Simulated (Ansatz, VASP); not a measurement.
## One calculation of HfN, two programs

```
Hf N
1.0
     3.12771    0.00000    0.00000
    -1.56385    2.70867    0.00000
     0.00000    0.00000    5.39094
Hf N
2 2
Direct
  0.66667 0.33333 0.75000
  0.33333 0.66667 0.25000
  0.00000 0.00000 0.00000
  0.00000 0.00000 0.50000
```

Alike in both runs: functional PBEsol; k mesh 18 × 18 × 8; occupations gaussian, width 0.1 eV; no spin polarisation.

Ansatz relaxed the structure, and its values are those at the end. VASP's run is a single point on that final structure, the one shown.

|  | VASP | Ansatz |
| --- | --- | --- |
| version | VASP 6.6.1 | Ansatz 0.2.0 |
| potentials or method | VASP PAW PBE potentials, release 64 (Hf_pv, N), cutoff 520 eV | scalar-relativistic, plane waves, PAW |
| valence electrons in the cell | 30 | 62 |

```tsv
	VASP	Ansatz	Ansatz less VASP
gap on the k mesh at the Fermi level (eV)	none	none	-
pressure (GPa)	-2.1	0.0	+2.06
```

VASP's potentials were made for PBE, not for PBEsol. A gap of «none» marks a metal or a gap that the smearing closes. With one functional, cell and mesh, what is left measures potentials, basis and numerics. VASP's potentials hold 30 valence electrons a cell and Ansatz's 62, so a difference there can come from the potentials and not from the codes.

Neither program's run includes spin-orbit coupling.
